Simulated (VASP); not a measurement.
# Sn2Se (Fm-3m) in VASP: notebook

The runs below take Sn2Se through single point, relaxation of cell and atoms, with PBE.

All numbers are computed with VASP 6.6.1; they aren't measurements. Logs are shortened: lines on timing, memory, paths and dates and some standing lists are left out, and cuts for length are marked.

**1. The cell of the first run**

The structure is cubic, space group Fm-3m (No. 225). The conventional cell has a = 7.171 Å, b = 7.171 Å, c = 7.171 Å, α = 90.00°, β = 90.00°, γ = 90.00°. Sn (site symmetry -43m) has 4 Se at 3.11 Å and 6 Sn at 3.59 Å within 4.1 Å. Within 4.1 Å of Se (site symmetry m-3m) lie 8 Sn at 3.11 Å.

The cell was built from a structure type or drawn by symmetry, and may not be a known phase.

**2. Single point, PBE**

Input file INCAR:

```
SYSTEM = Sn2Se
PREC = Accurate
ENCUT = 520
EDIFF = 1E-7
ISMEAR = 0
SIGMA = 0.1
LREAL = .FALSE.
LASPH = .TRUE.
NELM = 80
ALGO = Normal
ISIF = 2
LWAVE = .FALSE.
LCHARG = .FALSE.
GGA = PE
NBANDS = 24
```

Input file KPOINTS:

```
Automatic mesh
0
G
  4 4 4
  0 0 0
```

Input file POSCAR:

```
Sn2Se
1.0
    0.0000000000      3.5854467747      3.5854467747
    3.5854467747      0.0000000000      3.5854467747
    3.5854467747      3.5854467747      0.0000000000
Sn Se
2 1
Direct
    0.2500000000      0.2500000000      0.2500000000
    0.7500000000      0.7500000000      0.7500000000
    0.5000000000      0.5000000000      0.5000000000
```

Potentials or basis: VASP PAW PBE potentials, release 64 (Sn_d, Se).

Command:

```
$ cat potpaw_PBE.64/Sn_d/POTCAR potpaw_PBE.64/Se/POTCAR > POTCAR
$ mpirun -np 1 vasp_std > vasp.out
```

OUTCAR:

```text
SYSTEM = Sn2Se
   PREC = Accurate
   ENCUT = 520
   EDIFF = 1E-7
   ISMEAR = 0
   LREAL = .FALSE.
   LASPH = .TRUE.
   NELM = 80
   ISIF = 2
   GGA = PE

 ion  position               nearest neighbor table
   1  0.250  0.250  0.250-   3 3.11   3 3.11   3 3.11   3 3.11   2 3.59   2 3.59   2 3.59   2 3.59
                             2 3.59   2 3.59
   2  0.750  0.750  0.750-   3 3.11   3 3.11   3 3.11   3 3.11   1 3.59   1 3.59   1 3.59   1 3.59
                             1 3.59   1 3.59
   3  0.500  0.500  0.500-   1 3.11   1 3.11   1 3.11   1 3.11   2 3.11   2 3.11   2 3.11   2 3.11

  LATTYP: Found a face centered cubic cell.
 ALAT       =     7.1708935494

  Lattice vectors:

 A1 = (   0.0000000000,   3.5854467747,   3.5854467747)
 A2 = (   3.5854467747,   0.0000000000,   3.5854467747)
 A3 = (   3.5854467747,   3.5854467747,   0.0000000000)

Analysis of symmetry for initial positions (statically):
=====================================================================
 Subroutine PRICEL returns:
 Original cell was already a primitive cell.

 Routine SETGRP: Setting up the symmetry group for a
 face centered cubic supercell.

 Subroutine GETGRP returns: Found 48 space group operations
 (whereof 48 operations were pure point group operations)
 out of a pool of 48 trial point group operations.

The static configuration has the point symmetry O_h .

Analysis of symmetry for dynamics (positions and initial velocities):
=====================================================================
 Subroutine PRICEL returns:
 Original cell was already a primitive cell.

 Routine SETGRP: Setting up the symmetry group for a
 face centered cubic supercell.

 Subroutine GETGRP returns: Found 48 space group operations
 (whereof 48 operations were pure point group operations)
 out of a pool of 48 trial point group operations.

The dynamic configuration has the point symmetry O_h .

 Subroutine INISYM returns: Found 48 space group operations
 (whereof 48 operations are pure point group operations),
 and found     1 'primitive' translations

----------------------------------------------------------------------------------------

                                     Primitive cell

  volume of cell :      92.1849

  direct lattice vectors                    reciprocal lattice vectors
     0.000000000  3.585446775  3.585446775    -0.139452635  0.139452635  0.139452635
     3.585446775  0.000000000  3.585446775     0.139452635 -0.139452635  0.139452635
     3.585446775  3.585446775  0.000000000     0.139452635  0.139452635 -0.139452635
[... 69 lines left out ...]
   EDIFF  = 0.1E-06   stopping-criterion for ELM
   LREAL  =      F    real-space projection
   EDIFFG = 0.1E-05   stopping-criterion for IOM
   NSW    =      0    number of steps for IOM
   IBRION =     -1    ionic relax: 0-MD 1-quasi-New 2-CG
   NFREE  =      0    steps in history (QN), initial steepest desc. (CG)
   ISIF   =      2    stress and relaxation
   ISYM   =      2    0-nonsym 1-usesym 2-fastsym
   POTIM  = 0.5000    time-step for ionic-motion
   TEBEG  =    0.0;   TEEND  =   0.0 temperature during run
   PSTRESS=    0.0 pullay stress
   NELECT =      34.0000    total number of electrons
   NUPDOWN=      -1.0000    fix difference up-down
   EMIN   =  10.00;   EMAX   =-10.00  energy-range for DOS
   EFERMI =   0.00;   METHOD = LEGACY
   ISMEAR =     0;   SIGMA  =   0.10  broadening in eV -4-tet -1-fermi 0-gaus
   EFERMI_NEDOS =   21; number of points for ismear=-14 and -15
   IALGO  =     38    algorithm
   IMIX   =      4    mixing-type and parameters
     AMIX     =   0.40;   BMIX     =  1.00
     AMIX_MAG =   1.60;   BMIX_MAG =  1.00
  volume/ion in A,a.u.               =      30.73       207.36
  Fermi-wavevector in a.u.,A,eV,Ry     =   1.174035  2.218605 18.753714  1.378359
  Thomas-Fermi vector in A             =   2.310439
   LORBIT       =      0    0 simple, 1 ext, 2 COOP (PROOUT), +10 PAW based schemes
   GGA     = PE    functional components
   LHFCALC =     F    Hartree Fock is set to
   AEXX    =    0.0000 exact exchange contribution
   IVDW    =     0    specifies the selected vdW correction
   LEPSILON=     F    determine dielectric tensor
   LRPA    =     F    only Hartree local field effects (RPA)
 non-spin polarized calculation
 Gauss-broadening in eV      SIGMA  =   0.10
  energy-cutoff  :      520.00
  volume of cell :       92.18
 maximum number of plane-waves:      2502
 NGX is ok and might be reduce to    40
   NGX = 19   NGY = 19   NGZ = 19

 number of electron      34.0000011 magnetization

 Free energy of the ion-electron system (eV)
  ---------------------------------------------------
  ext. energy  EPLUGINS =         0.00000000
  ---------------------------------------------------
  free energy    TOTEN  =       -10.73017298 eV

  energy without entropy =      -10.72003364  energy(sigma->0) =      -10.72510331

 E-fermi :   5.6535     XC(G=0):  -9.2722

 val. band max:        5.3127217524   @ k =   0.5000   0.5000   0.0000
 cond. band min:       5.6854300908   @ k =  -0.2500   0.2500   0.0000
 fundamental gap:      0.3727083383
 Fermi energy:         5.6534834677

 k-point     1 :       0.0000    0.0000    0.0000
  band No.  band energies     occupation
      1     -16.2507      2.00000
      2     -16.2507      2.00000
      3     -16.2150      2.00000
      4     -16.2150      2.00000
      5     -16.2150      2.00000
      6     -16.1643      2.00000
[... 205 lines left out ...]
     23      12.1965      0.00000
     24      12.2394      0.00000

------------------------ aborting loop because EDIFF is reached ----------------------------------------

  FORCE on cell =-STRESS in cart. coord.  units (eV):
  Direction    XX          YY          ZZ          XY          YZ          ZX
  --------------------------------------------------------------------------------------
  -------------------------------------------------------------------------------------
  Total        0.0141030      0.0141030      0.0141030      0.0000000      0.0000000      0.0000000
  in kB        0.2451107      0.2451107      0.2451107      0.0000000      0.0000000      0.0000000
  external PRESSURE =       0.2451107 kB  Pullay stress =       0.0000000 kB

 VOLUME and BASIS-vectors are now :
 -----------------------------------------------------------------------------
  energy-cutoff  :      520.00
  volume of cell :       92.18
      direct lattice vectors                 reciprocal lattice vectors
     0.000000000  3.585446775  3.585446775    -0.139452635  0.139452635  0.139452635
     3.585446775  0.000000000  3.585446775     0.139452635 -0.139452635  0.139452635
     3.585446775  3.585446775  0.000000000     0.139452635  0.139452635 -0.139452635

 POSITION                                       TOTAL-FORCE (eV/Angst)
 -----------------------------------------------------------------------------------
      1.79272      1.79272      1.79272         0.000000      0.000000     -0.000000
      5.37817      5.37817      5.37817        -0.000000     -0.000000      0.000000
      3.58545      3.58545      3.58545         0.000000      0.000000     -0.000000
 -----------------------------------------------------------------------------------
    total drift:                               -0.000000     -0.000000      0.000000

  FREE ENERGIE OF THE ION-ELECTRON SYSTEM (eV)
  ---------------------------------------------------
  free  energy   TOTEN  =       -10.7301729811 eV

  energy  without entropy=      -10.7200336372  energy(sigma->0) =      -10.72510331
```

OSZICAR:

```text
N       E                     dE             d eps       ncg     rms          rms(c)
DAV:   1     0.286869045693E+03    0.28687E+03   -0.16966E+04   384   0.190E+03
DAV:   2     0.240285682690E+02   -0.26284E+03   -0.25565E+03   400   0.465E+02
DAV:   3    -0.953640474286E+01   -0.33565E+02   -0.32743E+02   464   0.144E+02
DAV:   4    -0.108303791855E+02   -0.12940E+01   -0.12918E+01   448   0.314E+01
DAV:   5    -0.108670985615E+02   -0.36719E-01   -0.36719E-01   504   0.557E+00    0.394E+00
DAV:   6    -0.107323665924E+02    0.13473E+00   -0.19171E-01   496   0.308E+00    0.247E+00
DAV:   7    -0.107316552021E+02    0.71139E-03   -0.47820E-02   488   0.102E+00    0.996E-01
DAV:   8    -0.107302742683E+02    0.13809E-02   -0.36969E-03   448   0.413E-01    0.155E-01
DAV:   9    -0.107301413278E+02    0.13294E-03   -0.63463E-04   480   0.168E-01    0.726E-02
DAV:  10    -0.107301691801E+02   -0.27852E-04   -0.11165E-04   448   0.600E-02    0.185E-02
DAV:  11    -0.107301729557E+02   -0.37757E-05   -0.16387E-05   528   0.229E-02    0.539E-03
DAV:  12    -0.107301728776E+02    0.78097E-07   -0.12716E-06   360   0.613E-03    0.195E-03
DAV:  13    -0.107301729797E+02   -0.10205E-06   -0.85398E-08   328   0.192E-03    0.469E-04
DAV:  14    -0.107301729811E+02   -0.14315E-08   -0.21931E-08   272   0.102E-03
   1 F= -.10730173E+02 E0= -.10725103E+02  d E =-.101393E-01
```

Run time: 46 s. Hardware: 1 thread of AMD EPYC, shared host; peak memory 0.2 GiB.

Results:

- Free energy: -10.7302 eV
- Pressure: 0.0 GPa
- Band gap on the k mesh: zero (bands 17 and 18 overlap by 1.35 eV)

Caveat: the k points lie up to 0.38 Å⁻¹ apart, too coarse for converged energies and pressures of a metal; spin-orbit coupling is left out, which moves the levels of the heavy elements.

**3. Single point, PBE**

This run uses another cell than the first one, of 31.25 Å³/atom.

Input file INCAR:

```
ALGO     = Normal         # electronic algorithm
EDIFF    = 1E-6           # SCF threshold, eV
ENCUT    = 520            # plane-wave cutoff, eV
GGA      = PE             # functional
ISIF     = 2              # what is computed and relaxed
ISMEAR   = 0              # smearing method
LASPH    = True           # aspherical terms in the spheres
LCHARG   = False          # write CHGCAR
LREAL    = False          # projectors in reciprocal space
LWAVE    = False          # write WAVECAR
NBANDS   = 24             # bands
NELM     = 60             # most SCF steps
PREC     = Accurate       # precision mode
SIGMA    = 0.1            # smearing width, eV
```

Input file KPOINTS:

```
k-points
0
Gamma
  4 4 4
```

Input file POSCAR:

```
Sn2Se
1.0
    0.0000000000      3.6056607200      3.6056607200
    3.6056607200      0.0000000000      3.6056607200
    3.6056607200      3.6056607200      0.0000000000
Sn Se
2 1
Direct
    0.2500000000      0.2500000000      0.2500000000
    0.7500000000      0.7500000000      0.7500000000
    0.5000000000      0.5000000000      0.5000000000
```

Potentials or basis: VASP PAW PBE potentials, release 64 (Sn_d, Se).

Command:

```
$ cat potpaw_PBE.64/Sn_d/POTCAR potpaw_PBE.64/Se/POTCAR > POTCAR
$ mpirun -np 1 vasp_std > vasp.out
```

Run time: 46 s. Hardware: 1 thread of AMD EPYC, shared host; peak memory 0.2 GiB.

Results (log left out):

| Property | Result |
| --- | --- |
| Free energy | -10.7275 eV |
| Pressure | -0.6 GPa |
| Band gap on the k mesh | zero (bands 17 and 18 overlap by 1.32 eV) |

Levels at points of the mesh, in eV from the Fermi level:
| k point | band 13 | band 14 | band 15 | band 16 | band 17 | band 18 | band 19 | band 20 | band 21 | band 22 |
| --- | --- | --- | --- | --- | --- | --- | --- | --- | --- | --- |
| (0.00, 0.00, 0.00) | -4.59 | -3.34 | -3.34 | -3.34 | -1.16 | -1.16 | -1.16 | 3.05 | 3.05 | 3.05 |
| (0.50, 0.00, 0.00) | -6.66 | -3.91 | -3.91 | -1.33 | -0.36 | -0.36 | 1.57 | 1.88 | 2.73 | 2.73 |
| (0.50, 0.50, 0.00) | -6.26 | -4.77 | -4.77 | -2.28 | -0.40 | 1.99 | 1.99 | 3.29 | 3.29 | 4.72 |

Caveat: the k points lie up to 0.38 Å⁻¹ apart, too coarse for converged energies and pressures of a metal; spin-orbit coupling is left out, which moves the levels of the heavy elements.

**4. Relaxation of cell and atoms, PBE**

This run uses another cell than the first one, of 31.25 Å³/atom.

Input file INCAR:

```
ALGO     = Normal         # electronic algorithm
EDIFF    = 1E-6           # SCF threshold, eV
EDIFFG   = -0.04          # ionic threshold
ENCUT    = 600            # plane-wave cutoff, eV
GGA      = PE             # functional
IBRION   = 2              # ionic algorithm
ISIF     = 3              # what is computed and relaxed
ISMEAR   = 0              # smearing method
LASPH    = True           # aspherical terms in the spheres
LCHARG   = False          # write CHGCAR
LREAL    = False          # projectors in reciprocal space
LWAVE    = False          # write WAVECAR
NELM     = 100            # most SCF steps
NSW      = 90             # ionic steps
PREC     = Accurate       # precision mode
SIGMA    = 0.1            # smearing width, eV
```

KPOINTS is that of step 3.

POSCAR is that of step 3.

Command:

```
$ cat potpaw_PBE.64/Sn_d/POTCAR potpaw_PBE.64/Se/POTCAR > POTCAR
$ mpirun -np 1 vasp_std > vasp.out
```

It took 88 s on 1 thread of AMD EPYC, shared host; peak memory 0.23 GiB.

The run converged. Its results:

```
Free energy                           : -10.7304 eV
Relaxed volume                        : 30.72 Å³/atom
Relaxed cell                          : a = 5.070 Å, b = 5.070 Å, c = 5.070 Å, α = 60.00°, β = 60.00°, γ = 60.00°
Space group after relaxing (to 0.1 Å) : Fm-3m (No. 225)
Energy gained by relaxing             : 0.9 meV/atom
Ionic steps                           : 2
Pressure after relaxing               : 0.1 GPa
Band gap on the k mesh                : zero (bands 17 and 18 overlap by 1.35 eV)
```

The path:
| step | energy change (eV) | largest force (eV/Å) | pressure (GPa) | volume (Å³) |
| --- | --- | --- | --- | --- |
| 1 | 0.0000 | 0.0000 | -0.60 | 93.75 |
| 2 | -0.0027 | 0.0000 | 0.07 | 92.17 |

Final structure:
```yaml
crystal:
  lattice:
    - [0.00000, 3.58530, 3.58530]
    - [3.58530, 0.00000, 3.58530]
    - [3.58530, 3.58530, 0.00000]
  atoms:
    - { symbol: Sn, position: [0.25000, 0.25000, 0.25000] }
    - { symbol: Sn, position: [0.75000, 0.75000, 0.75000] }
    - { symbol: Se, position: [0.50000, 0.50000, 0.50000] }
```

Levels at points of the mesh, in eV from the Fermi level:
```
           k point  band 15  band 16  band 17  band 18  band 19  band 20
(0.00, 0.00, 0.00)    -3.38    -3.38    -1.18    -1.18    -1.18     3.09
(0.50, 0.00, 0.00)    -3.97    -1.28    -0.38    -0.38     1.59     1.95
(0.50, 0.50, 0.00)    -4.84    -2.31    -0.34     2.04     2.04     3.35
```

Caveat: the k points lie up to 0.38 Å⁻¹ apart in the final cell, too coarse for converged energies and pressures of a metal; spin-orbit coupling is left out, which moves the levels of the heavy elements.

**5. Single point, PBE**

Input file INCAR:

```
SYSTEM = Sn2Se
PREC = Accurate ; ENCUT = 520
EDIFF = 1E-6 ; ISMEAR = 0
SIGMA = 0.1 ; LREAL = .False.
LASPH = .True. ; NELM = 80
ALGO = Normal ; ISIF = 2
LWAVE = .False. ; LCHARG = .True.
GGA = PE ; LELF = .True.
LVHAR = .True. ; NBANDS = 24
```

Input file KPOINTS:

```
regular mesh
0
Gamma
  12 12 12
  0 0 0
```

Input file POSCAR:

```
Sn2Se
1.0
    0.0000000000      3.5873571240      3.5873571240
    3.5873571240      0.0000000000      3.5873571240
    3.5873571240      3.5873571240      0.0000000000
Sn Se
2 1
Direct
    0.2500000000      0.2500000000      0.2500000000
    0.7500000000      0.7500000000      0.7500000000
    0.5000000000      0.5000000000      0.5000000000
```

Command:

```
$ cat potpaw_PBE.64/Sn_d/POTCAR potpaw_PBE.64/Se/POTCAR > POTCAR
$ mpirun -np 1 vasp_std > vasp.out
```

Wall time 4.8 min (1 thread of AMD EPYC, shared host); peak memory 0.29 GiB.

Results (log left out):

* Free energy: -10.6318 eV
* Pressure: 0.0 GPa
* Band gap on the k mesh: zero (bands 17 and 18 overlap by 1.39 eV)

Levels at points of the mesh, in eV from the Fermi level:
```
           k point  band 14  band 15  band 16  band 17  band 18  band 19  band 20  band 21
(0.00, 0.00, 0.00)    -3.26    -3.26    -3.26    -1.06    -1.06    -1.06     3.20     3.20
(0.50, 0.00, 0.00)    -3.85    -3.85    -1.17    -0.26    -0.26     1.70     2.06     2.90
(0.50, 0.50, 0.00)    -4.72    -4.72    -2.19    -0.23     2.15     2.15     3.46     3.46
```

Caveat: spin-orbit coupling is left out, which moves the levels of the heavy elements.

**6. Relaxation of cell and atoms, PBE**

Input file INCAR:

```
SYSTEM = Sn2Se
PREC     = Accurate       ! precision mode
ENCUT    = 600            ! plane-wave cutoff, eV
EDIFF    = 1E-7           ! SCF threshold, eV
ISMEAR   = 0              ! smearing method
SIGMA    = 0.1            ! smearing width, eV
LREAL    = .False.        ! projectors in reciprocal space
LASPH    = .True.         ! aspherical terms in the spheres
NELM     = 80             ! most SCF steps
ALGO     = Normal         ! electronic algorithm
ISIF     = 3              ! what is computed and relaxed
LWAVE    = .False.        ! write WAVECAR
LCHARG   = .False.        ! write CHGCAR
GGA      = PE             ! functional
IBRION   = 2              ! ionic algorithm
NSW      = 100            ! ionic steps
EDIFFG   = -0.01          ! ionic threshold
```

KPOINTS is that of step 5.

Input file POSCAR:

```
Sn2Se
1.0
    0.0000000000      3.5854467747      3.5854467747
    3.5854467747      0.0000000000      3.5854467747
    3.5854467747      3.5854467747      0.0000000000
Sn Se
2 1
Direct
    0.2500000000      0.2500000000      0.2500000000
    0.7500000000      0.7500000000      0.7500000000
    0.5000000000      0.5000000000      0.5000000000
```

Potentials or basis: VASP PAW PBE potentials, release 64 (Sn_d, Se).

Command:

```
$ cat potpaw_PBE.64/Sn_d/POTCAR potpaw_PBE.64/Se/POTCAR > POTCAR
$ mpirun -np 1 vasp_std > vasp.out
```

Run time: 10 min. Hardware: 1 thread of AMD EPYC, shared host; peak memory 0.34 GiB.

It converged, with:

```
Free energy                           : -10.6320 eV
Relaxed volume                        : 30.78 Å³/atom
Relaxed cell                          : a = 5.074 Å, b = 5.074 Å, c = 5.074 Å, α = 60.00°, β = 60.00°, γ = 60.00°
Space group after relaxing (to 0.1 Å) : Fm-3m (No. 225)
Energy gained by relaxing             : 0.0 meV/atom
Ionic steps                           : 2
Pressure after relaxing               : 0.0 GPa
Band gap on the k mesh                : zero (bands 17 and 18 overlap by 1.39 eV)
```

Final structure:
```cif
data_structure
_symmetry_space_group_name_H-M 'P 1'
_symmetry_Int_Tables_number 1
_cell_length_a 5.0735
_cell_length_b 5.0735
_cell_length_c 5.0735
_cell_angle_alpha 60.000
_cell_angle_beta 60.000
_cell_angle_gamma 60.000
_cell_volume 92.35
loop_
_atom_site_label
_atom_site_type_symbol
_atom_site_fract_x
_atom_site_fract_y
_atom_site_fract_z
_atom_site_occupancy
Sn1 Sn 0.25000 0.25000 0.25000 1
Sn2 Sn 0.75000 0.75000 0.75000 1
Se1 Se 0.50000 0.50000 0.50000 1
```

Levels at points of the mesh, in eV from the Fermi level:
```tsv
k point	band 13	band 14	band 15	band 16	band 17	band 18	band 19	band 20	band 21
(0.00, 0.00, 0.00)	-4.41	-3.26	-3.26	-3.26	-1.06	-1.06	-1.06	3.20	3.20
(0.50, 0.00, 0.00)	-6.54	-3.85	-3.85	-1.17	-0.26	-0.26	1.70	2.06	2.89
(0.50, 0.50, 0.00)	-6.13	-4.72	-4.72	-2.19	-0.23	2.15	2.15	3.46	3.46
```

Caveat: spin-orbit coupling is left out, which moves the levels of the heavy elements.

**7. Overview**

| task | cell | k mesh | cutoff (eV) | gap on the mesh (eV) | pressure (GPa) | relaxed volume (Å³/atom) |
| --- | --- | --- | --- | --- | --- | --- |
| single point | a = 5.071 Å, angles 60.0°, 3 atoms | 4 × 4 × 4 | 520 | none | 0.0 | - |
| single point | a = 5.099 Å, angles 60.0°, 3 atoms | 4 × 4 × 4 | 520 | none | -0.6 | - |
| relaxation of cell and atoms | relaxed from a = 5.099 Å, angles 60.0°, 3 atoms | 4 × 4 × 4 | 600 | none | 0.1 | 30.72 |
| single point | a = 5.073 Å, angles 60.0°, 3 atoms | 12 × 12 × 12 | 520 | none | 0.0 | - |
| relaxation of cell and atoms | relaxed from a = 5.071 Å, angles 60.0°, 3 atoms | 12 × 12 × 12 | 600 | none | 0.0 | 30.78 |

Alike in all rows: level PBE; potentials or basis VASP PAW PBE potentials, release 64 (Sn_d, Se); no spin polarisation; smearing gaussian 0.1 eV.

Caveats: some runs use coarse meshes; spin-orbit coupling is left out, which moves the levels of the heavy elements.

Absolute energies hang on the potentials; compare differences alone.
